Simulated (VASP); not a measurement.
# Al6Co5Ni (P4/mmm) in VASP: single point with PBE

Aim: the single point of Al6Co5Ni with PBE.

Everything below comes from runs of VASP 6.6.1. Logs are shortened: lines on timing, memory, paths and dates and some standing lists are left out, and cuts for length are marked.

**1. The cell of the first run**

It takes space group P4/mmm (No. 123, tetragonal). Conventional cell: a = 4.033 Å, b = 4.033 Å, c = 8.633 Å, α = 90.00°, β = 90.00°, γ = 90.00°. Al (site symmetry 2mm) has 6 Co at 2.47 to 2.49 Å and 2 Ni at 2.49 Å and 6 Al at 2.85 to 2.91 Å within 3.3 Å. Within 3.3 Å of Al (site symmetry mmm) lie 8 Co at 2.47 to 2.48 Å and 6 Al at 2.85 to 2.86 Å. Co (site symmetry 4mm) has 8 Al at 2.47 Å and 5 Co at 2.85 to 2.87 Å and 1 Ni at 2.88 Å within 3.3 Å. Co (site symmetry 4mm) has 8 Al at 2.47 to 2.48 Å and 6 Co at 2.85 to 2.89 Å within 3.3 Å. Co (site symmetry 4/mmm) has 8 Al at 2.49 Å and 4 Ni at 2.85 Å and 2 Co at 2.87 Å within 3.3 Å. Ni (site symmetry 4/mmm) has 8 Al at 2.49 Å and 6 Co at 2.85 to 2.88 Å within 3.3 Å.

**2. Single point, PBE, collinear spin**

Contents of INCAR:

```
SYSTEM = Al6Co5Ni
ALGO = Normal ; EDIFF = 1E-6
ENCUT = 520 ; GGA = PE
ISIF = 2 ; ISMEAR = 0
ISPIN = 2 ; LASPH = .True.
LCHARG = .True. ; LELF = .True.
LMAXMIX = 4 ; LORBIT = 11
LREAL = .False. ; LVHAR = .True.
LWAVE = .False. ; MAGMOM = 0 0 0 0 0 0 0 0 0.27 0.27 0.27 0.12
NBANDS = 52 ; NELM = 150
PREC = Accurate ; SIGMA = 0.1
```

Contents of KPOINTS:

```
k-points
0
Gamma
  4 4 2
  0 0 0
```

Contents of POSCAR:

```
Al6Co5Ni
1.0
    4.0334927000      0.0000000000      0.0000000000
    0.0000000000      4.0334927000      0.0000000000
    0.0000000000      0.0000000000      8.6330654000
Al Co Ni
6 5 1
Direct
    0.0000000000      0.5000000000      0.8316810000
    0.0000000000      0.5000000000      0.1683190000
    0.0000000000      0.5000000000      0.5000000000
    0.5000000000      0.0000000000      0.8316810000
    0.5000000000      0.0000000000      0.1683190000
    0.5000000000      0.0000000000      0.5000000000
    0.0000000000      0.0000000000      0.6660790000
    0.0000000000      0.0000000000      0.3339210000
    0.5000000000      0.5000000000      0.6671120000
    0.5000000000      0.5000000000      0.0000000000
    0.5000000000      0.5000000000      0.3328880000
    0.0000000000      0.0000000000      0.0000000000
```

Potentials or basis: VASP PAW PBE potentials, release 64 (Al, Co, Ni).

Command:

```bash
$ cat potpaw_PBE.64/Al/POTCAR potpaw_PBE.64/Co/POTCAR potpaw_PBE.64/Ni/POTCAR > POTCAR
$ mpirun -np 1 vasp_std > vasp.out
```

OUTCAR:

```text
SYSTEM = Al6Co5Ni
   EDIFF = 1E-6
   ENCUT = 520
   GGA = PE
   ISIF = 2
   ISMEAR = 0
   ISPIN = 2
   LASPH = .True.
   LORBIT = 11
   LREAL = .False.
   NELM = 150
   PREC = Accurate

 ion  position               nearest neighbor table
   1  0.000  0.500  0.832-   9 2.47   9 2.47   7 2.47   7 2.47  10 2.49  12 2.49  12 2.49  10 2.49
                             4 2.85   4 2.85   4 2.85   4 2.85   3 2.86   2 2.91
   2  0.000  0.500  0.168-  11 2.47  11 2.47   8 2.47   8 2.47  10 2.49  12 2.49  10 2.49  12 2.49
                             5 2.85   5 2.85   5 2.85   5 2.85   3 2.86   1 2.91
   3  0.000  0.500  0.500-   7 2.47   8 2.47   7 2.47   8 2.47   9 2.48  11 2.48   9 2.48  11 2.48
                             6 2.85   6 2.85   6 2.85   6 2.85   1 2.86   2 2.86
   4  0.500  0.000  0.832-   9 2.47   9 2.47   7 2.47   7 2.47  10 2.49  10 2.49  12 2.49  12 2.49
                             1 2.85   1 2.85   1 2.85   1 2.85   6 2.86   5 2.91
   5  0.500  0.000  0.168-  11 2.47  11 2.47   8 2.47   8 2.47  10 2.49  10 2.49  12 2.49  12 2.49
                             2 2.85   2 2.85   2 2.85   2 2.85   6 2.86   4 2.91
   6  0.500  0.000  0.500-   7 2.47   8 2.47   7 2.47   8 2.47   9 2.48  11 2.48   9 2.48  11 2.48
                             3 2.85   3 2.85   3 2.85   3 2.85   5 2.86   4 2.86
   7  0.000  0.000  0.666-   1 2.47   4 2.47   1 2.47   4 2.47   3 2.47   3 2.47   6 2.47   6 2.47
                             9 2.85   9 2.85   9 2.85   9 2.85   8 2.87  12 2.88
   8  0.000  0.000  0.334-   2 2.47   5 2.47   2 2.47   5 2.47   3 2.47   3 2.47   6 2.47   6 2.47
                            11 2.85  11 2.85  11 2.85  11 2.85   7 2.87  12 2.88
   9  0.500  0.500  0.667-   1 2.47   4 2.47   4 2.47   1 2.47   3 2.48   6 2.48   6 2.48   3 2.48
                             7 2.85   7 2.85   7 2.85   7 2.85  10 2.87  11 2.89
  10  0.500  0.500  0.000-   1 2.49   2 2.49   4 2.49   5 2.49   4 2.49   5 2.49   1 2.49   2 2.49
                            12 2.85  12 2.85  12 2.85  12 2.85   9 2.87  11 2.87
  11  0.500  0.500  0.333-   2 2.47   5 2.47   5 2.47   2 2.47   3 2.48   6 2.48   6 2.48   3 2.48
                             8 2.85   8 2.85   8 2.85   8 2.85  10 2.87   9 2.89
  12  0.000  0.000  0.000-   1 2.49   2 2.49   4 2.49   5 2.49   1 2.49   2 2.49   4 2.49   5 2.49
                            10 2.85  10 2.85  10 2.85  10 2.85   7 2.88   8 2.88

  LATTYP: Found a simple tetragonal cell.
 ALAT       =     4.0334927000
 C/A-ratio  =     2.1403448679

  Lattice vectors:

 A1 = (   4.0334927000,   0.0000000000,   0.0000000000)
 A2 = (   0.0000000000,   4.0334927000,   0.0000000000)
 A3 = (   0.0000000000,   0.0000000000,   8.6330654000)

Analysis of symmetry for initial positions (statically):
=====================================================================
 Subroutine PRICEL returns:
 Original cell was already a primitive cell.

 Routine SETGRP: Setting up the symmetry group for a
 simple tetragonal supercell.

 Subroutine GETGRP returns: Found 16 space group operations
 (whereof 16 operations were pure point group operations)
 out of a pool of 16 trial point group operations.

The static configuration has the point symmetry D_4h.

Analysis of symmetry for dynamics (positions and initial velocities):
=====================================================================
 Subroutine PRICEL returns:
 Original cell was already a primitive cell.

 Routine SETGRP: Setting up the symmetry group for a
 simple tetragonal supercell.

 Subroutine GETGRP returns: Found 16 space group operations
 (whereof 16 operations were pure point group operations)
 out of a pool of 16 trial point group operations.

The dynamic configuration has the point symmetry D_4h.

Analysis of structural, dynamic, and magnetic symmetry:
=====================================================================
 Subroutine PRICEL returns:
 Original cell was already a primitive cell.

 Routine SETGRP: Setting up the symmetry group for a
 simple tetragonal supercell.

 Subroutine GETGRP returns: Found 16 space group operations
 (whereof 16 operations were pure point group operations)
 out of a pool of 16 trial point group operations.

The overall configuration has the point symmetry D_4h.

 Subroutine INISYM returns: Found 16 space group operations
 (whereof 16 operations are pure point group operations),
 and found     1 'primitive' translations

----------------------------------------------------------------------------------------

                                     Primitive cell

  volume of cell :     140.4519

  direct lattice vectors                    reciprocal lattice vectors
     4.033492700  0.000000000  0.000000000     0.247924088  0.000000000  0.000000000
     0.000000000  4.033492700  0.000000000     0.000000000  0.247924088  0.000000000
     0.000000000  0.000000000  8.633065400     0.000000000  0.000000000  0.115833711

  length of vectors
     4.033492700  4.033492700  8.633065400     0.247924088  0.247924088  0.115833711

  position of ions in fractional coordinates (direct lattice)
     0.000000000  0.500000000  0.831681000
     0.000000000  0.500000000  0.168319000
     0.000000000  0.500000000  0.500000000
     0.500000000  0.000000000  0.831681000
     0.500000000  0.000000000  0.168319000
     0.500000000  0.000000000  0.500000000
     0.000000000  0.000000000  0.666079000
     0.000000000  0.000000000  0.333921000
[... 63 lines left out ...]
   dimension x,y,z NGX =    30 NGY =   30 NGZ =   64
   dimension x,y,z NGXF=    60 NGYF=   60 NGZF=  128
   ions per type =               6   5   1
   NGX,Y,Z   is equivalent  to a cutoff of  12.36, 12.36, 12.32 a.u.
   NGXF,Y,Z  is equivalent  to a cutoff of  24.73, 24.73, 24.65 a.u.
 SYSTEM =  Al6Co5Ni
   PREC   = accura    normal or accurate (medium, high low for compatibility)
   ISTART =      0    job   : 0-new  1-cont  2-samecut
   ICHARG =      2    charge: 1-file 2-atom 10-const
   ISPIN  =      2    spin polarized calculation?
   LNONCOLLINEAR =      F non collinear calculations
   LSORBIT =      F    spin-orbit coupling
   LASPH  =      T    aspherical Exc in radial PAW
   ENCUT  =  520.0 eV  38.22 Ry    6.18 a.u.   7.50  7.50 16.05*2*pi/ulx,y,z
   NELM   =    150;   NELMIN=  2; NELMDL= -5     # of ELM steps
   EDIFF  = 0.1E-05   stopping-criterion for ELM
   LREAL  =      F    real-space projection
   EDIFFG = 0.1E-04   stopping-criterion for IOM
   NSW    =      0    number of steps for IOM
   IBRION =     -1    ionic relax: 0-MD 1-quasi-New 2-CG
   NFREE  =      0    steps in history (QN), initial steepest desc. (CG)
   ISIF   =      2    stress and relaxation
   ISYM   =      2    0-nonsym 1-usesym 2-fastsym
   POTIM  = 0.5000    time-step for ionic-motion
   TEBEG  =    0.0;   TEEND  =   0.0 temperature during run
   PSTRESS=    0.0 pullay stress
   NELECT =      73.0000    total number of electrons
   NUPDOWN=      -1.0000    fix difference up-down
   EMIN   =  10.00;   EMAX   =-10.00  energy-range for DOS
   EFERMI =   0.00;   METHOD = LEGACY
   ISMEAR =     0;   SIGMA  =   0.10  broadening in eV -4-tet -1-fermi 0-gaus
   EFERMI_NEDOS =   21; number of points for ismear=-14 and -15
   IALGO  =     38    algorithm
   IMIX   =      4    mixing-type and parameters
     AMIX     =   0.40;   BMIX     =  1.00
     AMIX_MAG =   1.60;   BMIX_MAG =  1.00
  volume/ion in A,a.u.               =      11.70        78.98
  Fermi-wavevector in a.u.,A,eV,Ry     =   1.316255  2.487361 23.572452  1.732526
  Thomas-Fermi vector in A             =   2.446380
   LORBIT       =     11    0 simple, 1 ext, 2 COOP (PROOUT), +10 PAW based schemes
   GGA     = PE    functional components
   LHFCALC =     F    Hartree Fock is set to
   AEXX    =    0.0000 exact exchange contribution
   IVDW    =     0    specifies the selected vdW correction
   LEPSILON=     F    determine dielectric tensor
   LRPA    =     F    only Hartree local field effects (RPA)
 spin polarized calculation
 Gauss-broadening in eV      SIGMA  =   0.10
  energy-cutoff  :      520.00
  volume of cell :      140.45
 maximum number of plane-waves:      3801
 NGX is ok and might be reduce to    30
   NGX = 15   NGY = 15   NGZ = 33

 number of electron      72.9999978 magnetization       0.8275165

 Free energy of the ion-electron system (eV)
  ---------------------------------------------------
  ext. energy  EPLUGINS =         0.00000000
  ---------------------------------------------------
  free energy    TOTEN  =       -70.33711987 eV

  energy without entropy =      -70.30877746  energy(sigma->0) =      -70.32294866

 E-fermi :  10.4217     XC(G=0): -12.1997

 val. band max:       10.4115928892   @ k =   0.5000   0.0000   0.5000
 cond. band min:      10.4252470113   @ k =   0.2500   0.2500   0.0000
 fundamental gap:      0.0136541221
 Fermi energy:        10.4217101243

 spin component 1

 k-point     1 :       0.0000    0.0000    0.0000
  band No.  band energies     occupation
      1      -0.6364      1.00000
      2       1.3674      1.00000
      3       1.3681      1.00000
      4       5.1895      1.00000
      5       6.0399      1.00000
      6       6.0903      1.00000
[... 601 lines left out ...]
     47      16.9057      0.00000
     48      16.9057      0.00000
 Fermi energy:        10.4217101243

 spin component 2

 k-point     1 :       0.0000    0.0000    0.0000
  band No.  band energies     occupation
      1      -0.6508      1.00000
      2       1.3532      1.00000
      3       1.3545      1.00000
      4       5.2135      1.00000
      5       6.0770      1.00000
      6       6.1527      1.00000
[... 601 lines left out ...]
     47      16.9057      0.00000
     48      16.9057      0.00000
 [bands above 48 left out]

------------------------ aborting loop because EDIFF is reached ----------------------------------------

  FORCE on cell =-STRESS in cart. coord.  units (eV):
  Direction    XX          YY          ZZ          XY          YZ          ZX
  --------------------------------------------------------------------------------------
  -------------------------------------------------------------------------------------
  Total       -0.1279068     -0.1279068      0.4032942      0.0000000      0.0000000     -0.0000000
  in kB       -1.4590714     -1.4590714      4.6004992      0.0000000      0.0000000     -0.0000000
  external PRESSURE =       0.5607855 kB  Pullay stress =       0.0000000 kB

 VOLUME and BASIS-vectors are now :
 -----------------------------------------------------------------------------
  energy-cutoff  :      520.00
  volume of cell :      140.45
      direct lattice vectors                 reciprocal lattice vectors
     4.033492700  0.000000000  0.000000000     0.247924088  0.000000000  0.000000000
     0.000000000  4.033492700  0.000000000     0.000000000  0.247924088  0.000000000
     0.000000000  0.000000000  8.633065400     0.000000000  0.000000000  0.115833711

 POSITION                                       TOTAL-FORCE (eV/Angst)
 -----------------------------------------------------------------------------------
      0.00000      2.01675      7.17996         0.000000      0.000000     -0.025623
      0.00000      2.01675      1.45311        -0.000000     -0.000000      0.025623
      0.00000      2.01675      4.31653         0.000000      0.000000      0.000000
      2.01675      0.00000      7.17996        -0.000000      0.000000     -0.025623
      2.01675      0.00000      1.45311         0.000000      0.000000      0.025623
      2.01675      0.00000      4.31653         0.000000      0.000000      0.000000
      0.00000      0.00000      5.75030         0.000000     -0.000000      0.022559
      0.00000      0.00000      2.88276         0.000000     -0.000000     -0.022559
      2.01675      2.01675      5.75922         0.000000      0.000000      0.011585
      2.01675      2.01675      0.00000         0.000000      0.000000      0.000000
      2.01675      2.01675      2.87384         0.000000      0.000000     -0.011585
      0.00000      0.00000      0.00000         0.000000      0.000000      0.000000
 -----------------------------------------------------------------------------------
    total drift:                                0.000000      0.000000      0.000000

  FREE ENERGIE OF THE ION-ELECTRON SYSTEM (eV)
  ---------------------------------------------------
  free  energy   TOTEN  =       -70.3371198683 eV

  energy  without entropy=      -70.3087774564  energy(sigma->0) =      -70.32294866

 total charge

# of ion       s       p       d       tot
------------------------------------------
    1        0.392   0.423   0.000   0.815
    2        0.392   0.423   0.000   0.815
    3        0.393   0.424   0.000   0.817
    4        0.392   0.423   0.000   0.815
    5        0.392   0.423   0.000   0.815
    6        0.393   0.424   0.000   0.817
    7        0.435   0.493   7.517   8.445
    8        0.435   0.493   7.517   8.445
    9        0.432   0.503   7.501   8.436
   10        0.435   0.473   7.519   8.427
   11        0.432   0.503   7.501   8.436
   12        0.475   0.536   8.457   9.468
--------------------------------------------------
tot          4.999   5.540  46.012  56.551

 magnetization (x)

# of ion       s       p       d       tot
------------------------------------------
    1       -0.001  -0.002   0.000  -0.003
    2       -0.001  -0.002   0.000  -0.003
    3       -0.001  -0.003   0.000  -0.005
    4       -0.001  -0.002   0.000  -0.003
    5       -0.001  -0.002   0.000  -0.003
    6       -0.001  -0.003   0.000  -0.005
    7        0.001  -0.004   0.082   0.079
    8        0.001  -0.004   0.082   0.079
    9        0.002  -0.005   0.224   0.221
   10        0.005  -0.001   0.294   0.299
   11        0.002  -0.005   0.224   0.221
   12        0.003  -0.006   0.051   0.047
--------------------------------------------------
tot          0.007  -0.038   0.956   0.925
```

Run time: 3.7 min. Hardware: 1 thread of Intel Xeon Platinum 8375C at 2.90GHz (Ice Lake), shared host; peak memory 0.35 GiB.

Results:

```yaml
Free_energy: -70.3371 eV
Pressure: 0.1 GPa
Largest_force: 0.026 eV/Å
Net_moment: 0.83 μB per cell
Site_moments: Al -0.00, -0.01; Co +0.08, +0.22, +0.30; Ni +0.05 μB
Valence_electrons_inside_the_program's_atomic_spheres: Al 0.81, 0.82; Co 8.45, 8.44, 8.43; Ni 9.47
```

Forces in eV/Å, atoms in the order of the input:
```
Al   0.000  0.000 -0.026
Al   0.000  0.000  0.026
Al   0.000  0.000  0.000
Al   0.000  0.000 -0.026
Al   0.000  0.000  0.026
Al   0.000  0.000  0.000
Co   0.000  0.000  0.023
Co   0.000  0.000 -0.023
Co   0.000  0.000  0.012
Co   0.000  0.000  0.000
Co   0.000  0.000 -0.012
Ni   0.000  0.000  0.000
```

Caveat: the k points lie up to 0.39 Å⁻¹ apart.
